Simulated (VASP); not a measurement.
Input of a VASP 6.6.1 run:

The input POSCAR:

```
NbAu2
1.0
    4.6100000000      0.0000000000      0.0000000000
   -2.3050000000      3.9923771100      0.0000000000
    0.0000000000      0.0000000000      2.7200000000
Nb Au
1 2
Direct
    0.0000000000      0.0000000000      0.0000000000
    0.3333333300      0.6666666700      0.5000000000
    0.6666666700      0.3333333300      0.5000000000
```

INCAR.step1

```
PREC = Accurate
ENCUT = 600
ISMEAR = -1
SIGMA = 0.1
LREAL = F
LASPH = T
NELM = 60
GGA = PE
ALGO = Normal
EDIFF = 1E-4
LWAVE = T
LCHARG = F
```

The input INCAR.step2:

```
PREC = Accurate
ENCUT = 600
EDIFF = 1E-6
ISMEAR = -1
SIGMA = 0.1
LREAL = F
LASPH = T
NELM = 60
ALGO = Normal
ISIF = 3
LWAVE = F
LCHARG = F
METAGGA = R2SCAN
LMIXTAU = T
IBRION = 2
NSW = 80
EDIFFG = -0.01
ISTART = 1
```

File KPOINTS:

```
Automatic mesh
0
Gamma
  8 8 12
```

Potentials or basis: VASP PAW PBE potentials, release 64 (Nb_sv, Au).

Command:

```sh
$ cat potpaw_PBE.64/Nb_sv/POTCAR potpaw_PBE.64/Au/POTCAR > POTCAR
$ cp INCAR.step1 INCAR
$ mpirun -np 1 vasp_std > vasp.out
$ cp INCAR.step2 INCAR
$ mpirun -np 1 vasp_std > vasp.out
```

Task: Estimate the relaxed cell.

Result: a = 4.662 Å, b = 4.662 Å, c = 2.746 Å, α = 90.00°, β = 90.00°, γ = 120.00°.

Task: Predict the space group after relaxing (to 0.1 Å).

Result: P6/mmm (No. 191).

Step by step:
```
step  energy change (eV)  largest force (eV/Å)  pressure (GPa)  volume (Å³)
   1              0.0000                0.0000            6.75        50.06
   2              0.1032                0.0000          -11.12        55.33
   3             -0.0330                0.0000           -0.13        51.72
   4             -0.0330                0.0000           -0.02        51.69
   5             -0.0330                0.0000            0.10        51.65
   6             -0.0330                0.0000            0.12        51.65
   7             -0.0330                0.0000            0.12        51.65
   8             -0.0330                0.0000           -0.15        51.72
   9             -0.0330                0.0000            0.02        51.68
```

Caveat: the PAW data sets were made with another functional, which shifts forces and pressure a little. Zero-point motion and thermal expansion aren't in these numbers.
